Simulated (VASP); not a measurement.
# BN (F-43m) in VASP: further runs

BN is run at these levels: LDA; tasks: single point.

Program: VASP 6.6.1. These are calculated values, not measurements. Logs are shortened: lines on timing, memory, paths and dates and some standing lists are left out, and cuts for length are marked.

### 1 The cell of the first run

The structure is cubic, space group F-43m (No. 216). The conventional cell has a = 3.347 Å, b = 3.347 Å, c = 3.347 Å, α = 90.00°, β = 90.00°, γ = 90.00°. B (site symmetry -43m) has 4 N at 1.45 Å within 1.9 Å. Within 1.9 Å of N (site symmetry -43m) lie 4 B at 1.45 Å.

### 2 Single point, LDA

File INCAR:

```
ALGO     = Normal         # electronic algorithm
EDIFF    = 1E-6           # SCF threshold, eV
ENCUT    = 600            # plane-wave cutoff, eV
GGA      = CA             # functional
GGA_COMPAT= F            
ISIF     = 2              # what is computed and relaxed
ISMEAR   = 0              # smearing method
LASPH    = T              # aspherical terms in the spheres
LCHARG   = F              # write CHGCAR
LREAL    = F              # projectors in reciprocal space
LWAVE    = F              # write WAVECAR
NBANDS   = 11             # bands
NELM     = 120            # most SCF steps
PREC     = Accurate       # precision mode
SIGMA    = 0.01           # smearing width, eV
```

File KPOINTS:

```
k-points
0
Gamma
  12 12 12
```

File POSCAR:

```
BN
1.0
    0.0000000000      1.6737000000      1.6737000000
    1.6737000000      0.0000000000      1.6737000000
    1.6737000000      1.6737000000      0.0000000000
B N
1 1
Direct
    0.0000000000      0.0000000000      0.0000000000
    0.2500000000      0.2500000000      0.2500000000
```

Potentials or basis: VASP PAW LDA potentials, release 64 (B, N).

Command:

```bash
$ cat potpaw_LDA.64/B/POTCAR potpaw_LDA.64/N/POTCAR > POTCAR
$ mpirun -np 1 vasp_std > vasp.out
```

OUTCAR:

```text
EDIFF = 1E-6
   ENCUT = 600
   GGA = CA
   ISIF = 2
   ISMEAR = 0
   LASPH = T
   LREAL = F
   NELM = 120
   PREC = Accurate

 ion  position               nearest neighbor table
   1  0.000  0.000  0.000-   2 1.45   2 1.45   2 1.45   2 1.45
   2  0.250  0.250  0.250-   1 1.45   1 1.45   1 1.45   1 1.45

  LATTYP: Found a face centered cubic cell.
 ALAT       =     3.3474000000

  Lattice vectors:

 A1 = (   0.0000000000,   1.6737000000,   1.6737000000)
 A2 = (   1.6737000000,   0.0000000000,   1.6737000000)
 A3 = (   1.6737000000,   1.6737000000,   0.0000000000)

Analysis of symmetry for initial positions (statically):
=====================================================================
 Subroutine PRICEL returns:
 Original cell was already a primitive cell.

 Routine SETGRP: Setting up the symmetry group for a
 face centered cubic supercell.

 Subroutine GETGRP returns: Found 24 space group operations
 (whereof 24 operations were pure point group operations)
 out of a pool of 48 trial point group operations.

The static configuration has the point symmetry T_d .

Analysis of symmetry for dynamics (positions and initial velocities):
=====================================================================
 Subroutine PRICEL returns:
 Original cell was already a primitive cell.

 Routine SETGRP: Setting up the symmetry group for a
 face centered cubic supercell.

 Subroutine GETGRP returns: Found 24 space group operations
 (whereof 24 operations were pure point group operations)
 out of a pool of 48 trial point group operations.

The dynamic configuration has the point symmetry T_d .

 Subroutine INISYM returns: Found 24 space group operations
 (whereof 24 operations are pure point group operations),
 and found     1 'primitive' translations

----------------------------------------------------------------------------------------

                                     Primitive cell

  volume of cell :       9.3770

  direct lattice vectors                    reciprocal lattice vectors
     0.000000000  1.673700000  1.673700000    -0.298739320  0.298739320  0.298739320
     1.673700000  0.000000000  1.673700000     0.298739320 -0.298739320  0.298739320
     1.673700000  1.673700000  0.000000000     0.298739320  0.298739320 -0.298739320

  length of vectors
     2.366969239  2.366969239  2.366969239     0.517431681  0.517431681  0.517431681

  position of ions in fractional coordinates (direct lattice)
     0.000000000  0.000000000  0.000000000
     0.250000000  0.250000000  0.250000000

  ion indices of the primitive-cell ions
   primitive index   ion index
                 1           1
                 2           2

----------------------------------------------------------------------------------------

 KPOINTS: k-points

Automatic generation of k-mesh.
 Grid dimensions read from file:
 generate k-points for:   12   12   12

 Generating k-lattice:

  Cartesian coordinates                     Fractional coordinates (reciprocal lattice)
    -0.024894943  0.024894943  0.024894943     0.083333333  0.000000000  0.000000000
     0.024894943 -0.024894943  0.024894943     0.000000000  0.083333333  0.000000000
     0.024894943  0.024894943 -0.024894943     0.000000000  0.000000000  0.083333333

  Length of vectors
     0.043119307  0.043119307  0.043119307

  Shift w.r.t. Gamma in fractional coordinates (k-lattice)
     0.000000000  0.000000000  0.000000000

 Subroutine IBZKPT returns following result:
 ===========================================

 Found     72 irreducible k-points:

 Following reciprocal coordinates:
            Coordinates               Weight
  0.000000  0.000000  0.000000      1.000000
  0.083333  0.000000  0.000000      8.000000
  0.166667  0.000000  0.000000      8.000000
  0.250000  0.000000  0.000000      8.000000
  0.333333  0.000000  0.000000      8.000000
  0.416667  0.000000  0.000000      8.000000
[... 16 lines left out ...]
  0.500000  0.166667  0.000000     24.000000
 -0.416667  0.166667  0.000000     24.000000
 [... further k-points ...]
   k-points           NKPTS =     72   k-points in BZ     NKDIM =     72   number of bands    NBANDS=     11
   number of dos      NEDOS =    301   number of ions     NIONS =      2
   total plane-waves  NPLWV =   8000
   dimension x,y,z NGX =    20 NGY =   20 NGZ =   20
   dimension x,y,z NGXF=    40 NGYF=   40 NGZF=   40
   ions per type =               1   1
   NGX,Y,Z   is equivalent  to a cutoff of  14.05, 14.05, 14.05 a.u.
   NGXF,Y,Z  is equivalent  to a cutoff of  28.09, 28.09, 28.09 a.u.
 SYSTEM =  unknown system
   PREC   = accura    normal or accurate (medium, high low for compatibility)
   ISTART =      0    job   : 0-new  1-cont  2-samecut
   ICHARG =      2    charge: 1-file 2-atom 10-const
   ISPIN  =      1    spin polarized calculation?
   LNONCOLLINEAR =      F non collinear calculations
   LSORBIT =      F    spin-orbit coupling
   LASPH  =      T    aspherical Exc in radial PAW
   ENCUT  =  600.0 eV  44.10 Ry    6.64 a.u.   4.73  4.73  4.73*2*pi/ulx,y,z
   NELM   =    120;   NELMIN=  2; NELMDL= -5     # of ELM steps
   EDIFF  = 0.1E-05   stopping-criterion for ELM
   LREAL  =      F    real-space projection
   EDIFFG = 0.1E-04   stopping-criterion for IOM
   NSW    =      0    number of steps for IOM
   IBRION =     -1    ionic relax: 0-MD 1-quasi-New 2-CG
   NFREE  =      0    steps in history (QN), initial steepest desc. (CG)
   ISIF   =      2    stress and relaxation
   ISYM   =      2    0-nonsym 1-usesym 2-fastsym
   POTIM  = 0.5000    time-step for ionic-motion
   TEBEG  =    0.0;   TEEND  =   0.0 temperature during run
   PSTRESS=    0.0 pullay stress
   NELECT =       8.0000    total number of electrons
   NUPDOWN=      -1.0000    fix difference up-down
   EMIN   =  10.00;   EMAX   =-10.00  energy-range for DOS
   EFERMI =   0.00;   METHOD = LEGACY
   ISMEAR =     0;   SIGMA  =   0.01  broadening in eV -4-tet -1-fermi 0-gaus
   EFERMI_NEDOS =   21; number of points for ismear=-14 and -15
   IALGO  =     38    algorithm
   IMIX   =      4    mixing-type and parameters
     AMIX     =   0.40;   BMIX     =  1.00
     AMIX_MAG =   1.60;   BMIX_MAG =  1.00
  volume/ion in A,a.u.               =       4.69        31.64
  Fermi-wavevector in a.u.,A,eV,Ry     =   1.552687  2.934153 32.801422  2.410836
  Thomas-Fermi vector in A             =   2.657026
   LORBIT       =      0    0 simple, 1 ext, 2 COOP (PROOUT), +10 PAW based schemes
   GGA     = CA    functional components
   LHFCALC =     F    Hartree Fock is set to
   AEXX    =    0.0000 exact exchange contribution
   IVDW    =     0    specifies the selected vdW correction
   LEPSILON=     F    determine dielectric tensor
   LRPA    =     F    only Hartree local field effects (RPA)
 non-spin polarized calculation
 Gauss-broadening in eV      SIGMA  =   0.01
  energy-cutoff  :      600.00
  volume of cell :        9.38
 maximum number of plane-waves:       331
   NGX =  9   NGY =  9   NGZ =  9

 number of electron       7.9999999 magnetization

 Free energy of the ion-electron system (eV)
  ---------------------------------------------------
  ext. energy  EPLUGINS =         0.00000000
  ---------------------------------------------------
  free energy    TOTEN  =       -18.73911826 eV

  energy without entropy =      -18.73911826  energy(sigma->0) =      -18.73911826

 E-fermi :  10.6409     XC(G=0): -14.2510

 val. band max:       10.5607316868   @ k =   0.0000   0.0000   0.0000
 cond. band min:      15.1502902357   @ k =   0.5000   0.5000   0.0000
 fundamental gap:      4.5895585489
 Fermi energy:        10.6409220742

 k-point     1 :       0.0000    0.0000    0.0000
  band No.  band energies     occupation
      1     -12.3653      2.00000
      2      10.5607      2.00000
      3      10.5607      2.00000
      4      10.5607      2.00000
      5      20.3370      0.00000
      6      20.3370      0.00000
      7      20.3370      0.00000
      8      25.0094      0.00000
      9      39.6338      0.00000
     10      41.3567      0.00000
     11      41.3567      0.00000

 k-point     2 :       0.0833    0.0000    0.0000
  band No.  band energies     occupation
      1     -12.1642      2.00000
      2       9.4885      2.00000
      3      10.3255      2.00000
      4      10.3255      2.00000
      5      20.6916      0.00000
      6      20.6916      0.00000
      7      20.8390      0.00000
      8      25.4383      0.00000
      9      38.5257      0.00000
     10      38.5716      0.00000
     11      38.5716      0.00000

 k-point     3 :       0.1667    0.0000    0.0000
  band No.  band energies     occupation
      1     -11.5655      2.00000
      2       7.0199      2.00000
      3       9.7628      2.00000
      4       9.7628      2.00000
      5      21.4927      0.00000
      6      21.4927      0.00000
      7      21.7668      0.00000
      8      26.4348      0.00000
      9      36.7317      0.00000
     10      36.7317      0.00000
     11      37.2662      0.00000

 k-point     4 :       0.2500    0.0000    0.0000
  band No.  band energies     occupation
      1     -10.5865      2.00000
      2       4.1041      2.00000
      3       9.1264      2.00000
      4       9.1264      2.00000
      5      22.1952      0.00000
      6      22.1952      0.00000
      7      22.6386      0.00000
      8      27.3119      0.00000
      9      36.3528      0.00000
     10      36.3528      0.00000
     11      36.7743      0.00000
[... 239 lines left out ...]
 k-point    22 :       0.4167    0.1667    0.0000
  band No.  band energies     occupation
      1      -8.1392      2.00000
      2       0.8463      2.00000
      3       6.8037      2.00000
      4       6.8457      2.00000
      5      20.0447      0.00000
      6      25.3131      0.00000
      7      25.3177      0.00000
      8      27.1790      0.00000
      9      33.8192      0.00000
     10      41.2697      0.00000
     11      42.5470      0.00000

 k-point    23 :       0.5000    0.1667    0.0000
  band No.  band energies     occupation
      1      -6.7763      2.00000
      2      -1.2181      2.00000
      3       6.1171      2.00000
      4       6.9082      2.00000
      5      20.3209      0.00000
      6      24.9295      0.00000
      7      25.8167      0.00000
      8      28.5130      0.00000
      9      34.1850      0.00000
     10      41.6783      0.00000
     11      41.7304      0.00000

 k-point    24 :      -0.4167    0.1667    0.0000
  band No.  band energies     occupation
      1      -6.4795      2.00000
      2      -1.6182      2.00000
      3       5.6061      2.00000
      4       7.3143      2.00000
      5      20.7945      0.00000
      6      24.4256      0.00000
      7      25.8598      0.00000
      8      29.2733      0.00000
      9      34.5241      0.00000
     10      38.8201      0.00000
     11      42.0542      0.00000

 [... further k-points ...]
[... 5 lines left out ...]
  --------------------------------------------------------------------------------------
  -------------------------------------------------------------------------------------
  Total        6.9307074      6.9307074      6.9307074      0.0000000      0.0000000      0.0000000
  in kB     1184.2006786   1184.2006786   1184.2006786      0.0000000      0.0000000      0.0000000
  external PRESSURE =    1184.2006786 kB  Pullay stress =       0.0000000 kB

 VOLUME and BASIS-vectors are now :
 -----------------------------------------------------------------------------
  energy-cutoff  :      600.00
  volume of cell :        9.38
      direct lattice vectors                 reciprocal lattice vectors
     0.000000000  1.673700000  1.673700000    -0.298739320  0.298739320  0.298739320
     1.673700000  0.000000000  1.673700000     0.298739320 -0.298739320  0.298739320
     1.673700000  1.673700000  0.000000000     0.298739320  0.298739320 -0.298739320

 POSITION                                       TOTAL-FORCE (eV/Angst)
 -----------------------------------------------------------------------------------
      0.00000      0.00000      0.00000         0.000000      0.000000     -0.000000
      0.83685      0.83685      0.83685        -0.000000     -0.000000      0.000000
 -----------------------------------------------------------------------------------
    total drift:                               -0.000000     -0.000000      0.000000

  FREE ENERGIE OF THE ION-ELECTRON SYSTEM (eV)
  ---------------------------------------------------
  free  energy   TOTEN  =       -18.7391182567 eV

  energy  without entropy=      -18.7391182567  energy(sigma->0) =      -18.73911826
```

It took 11 s on 1 thread of AMD EPYC 7R13, shared host; peak memory 0.09 GiB.

What came out:

```yaml
Free_energy: -18.7391 eV
Pressure: 118.4 GPa
Band_gap_on_the_k_mesh: 4.59 eV, indirect (least direct gap 9.78 eV)
```

A k mesh can miss the band edges.

### 3 Single point, LDA (volume scaled by 1.024 of the coarse rest volume)

File INCAR:

```
PREC     = Accurate       # precision mode
ENCUT    = 600            # plane-wave cutoff, eV
EDIFF    = 1E-6           # SCF threshold, eV
ISMEAR   = 0              # smearing method
SIGMA    = 0.02           # smearing width, eV
LREAL    = F              # projectors in reciprocal space
LASPH    = T              # aspherical terms in the spheres
NELM     = 120            # most SCF steps
ALGO     = Normal         # electronic algorithm
ISIF     = 2              # what is computed and relaxed
LWAVE    = F              # write WAVECAR
LCHARG   = F              # write CHGCAR
GGA      = CA             # functional
NBANDS   = 11             # bands
GGA_COMPAT= F
```

File KPOINTS:

```
Automatic mesh
0
Gamma
  12 12 12
```

File POSCAR:

```
BN
1.0
    0.0000000000      1.8053000000      1.8053000000
    1.8053000000      0.0000000000      1.8053000000
    1.8053000000      1.8053000000      0.0000000000
B N
1 1
Direct
    0.0000000000      0.0000000000      0.0000000000
    0.2500000000      0.2500000000      0.2500000000
```

Potentials or basis: VASP PAW LDA potentials, release 64 (B, N).

Command:

```bash
$ cat potpaw_LDA.64/B/POTCAR potpaw_LDA.64/N/POTCAR > POTCAR
$ mpirun -np 1 vasp_std > vasp.out
```

Wall time 11 s (1 thread of AMD EPYC 7R13, shared host); peak memory 0.09 GiB.

Results (log left out):

```yaml
Free_energy: -19.4094 eV
Pressure: -9.0 GPa
Band_gap_on_the_k_mesh: 4.35 eV, indirect (least direct gap 8.70 eV)
```

Levels at points of the mesh, in eV from the valence-band top:
| k point | band 1 | band 2 | band 3 | band 4 | band 5 | band 6 | band 7 | band 8 | band 9 |
| --- | --- | --- | --- | --- | --- | --- | --- | --- | --- |
| (0.00, 0.00, 0.00) | -20.11 | 0.00 | 0.00 | 0.00 | 8.70 | 8.70 | 8.70 | 10.50 | 24.56 |
| (0.50, 0.00, 0.00) | -15.81 | -10.75 | -1.95 | -1.95 | 10.26 | 10.59 | 10.59 | 15.05 | 23.13 |
| (0.50, 0.50, 0.00) | -14.43 | -8.91 | -4.94 | -4.94 | 4.35 | 9.17 | 17.75 | 17.75 | 20.57 |

Caveat: the cell differs from its parent crystal (volume scaled by 1.024 of the coarse rest volume).

### 4 Single point, LDA

This run uses another cell than the first one, of 5.88 Å³/atom, 1.255 times its volume.

File INCAR:

```
SYSTEM = BN
ALGO = Normal ; EDIFF = 1E-6
ENCUT = 600 ; GGA = CA
GGA_COMPAT = .FALSE. ; ISIF = 2
ISMEAR = 0 ; LASPH = .TRUE.
LCHARG = .FALSE. ; LREAL = .FALSE.
LWAVE = .FALSE. ; NBANDS = 11
NELM = 120 ; PREC = Accurate
SIGMA = 0.01
```

File KPOINTS:

```
k-points
0
G
  12 12 12
  0 0 0
```

POSCAR is that of step 3.

Command:

```bash
$ cat potpaw_LDA.64/B/POTCAR potpaw_LDA.64/N/POTCAR > POTCAR
$ mpirun -np 1 vasp_std > vasp.out
```

It took 11 s on 1 thread of AMD EPYC 7R13, shared host; peak memory 0.09 GiB.

Results (log left out):

```
Free energy            : -19.4094 eV
Pressure               : -9.0 GPa
Band gap on the k mesh : 4.35 eV, indirect (least direct gap 8.70 eV)
```

Levels at points of the mesh, in eV from the valence-band top:
| k point | band 1 | band 2 | band 3 | band 4 | band 5 | band 6 | band 7 | band 8 | band 9 |
| --- | --- | --- | --- | --- | --- | --- | --- | --- | --- |
| (0.00, 0.00, 0.00) | -20.11 | 0.00 | 0.00 | 0.00 | 8.70 | 8.70 | 8.70 | 10.50 | 24.56 |
| (0.50, 0.00, 0.00) | -15.81 | -10.75 | -1.95 | -1.95 | 10.26 | 10.59 | 10.59 | 15.05 | 23.13 |
| (0.50, 0.50, 0.00) | -14.43 | -8.91 | -4.94 | -4.94 | 4.35 | 9.17 | 17.75 | 17.75 | 20.57 |

A k mesh can miss the band edges. A hybrid or GW would open this gap; LDA tends to underestimate it.

### 5 Overview

| cell | smearing | gap on the mesh (eV) | pressure (GPa) |
| --- | --- | --- | --- |
| a = 2.367 Å, angles 60.0°, 2 atoms | gaussian 0.01 eV | 4.59 | 118.4 |
| a = 2.553 Å, angles 60.0°, 2 atoms | gaussian 0.02 eV | 4.35 | -9.0 |
| a = 2.553 Å, angles 60.0°, 2 atoms | gaussian 0.01 eV | 4.35 | -9.0 |

Alike in all rows: task single point; level LDA; potentials or basis VASP PAW LDA potentials, release 64 (B, N); no spin polarisation; k mesh 12 × 12 × 12; cutoff (eV) 600.

Total energies depend on the potentials used, so only differences within one code and one set of settings carry meaning.
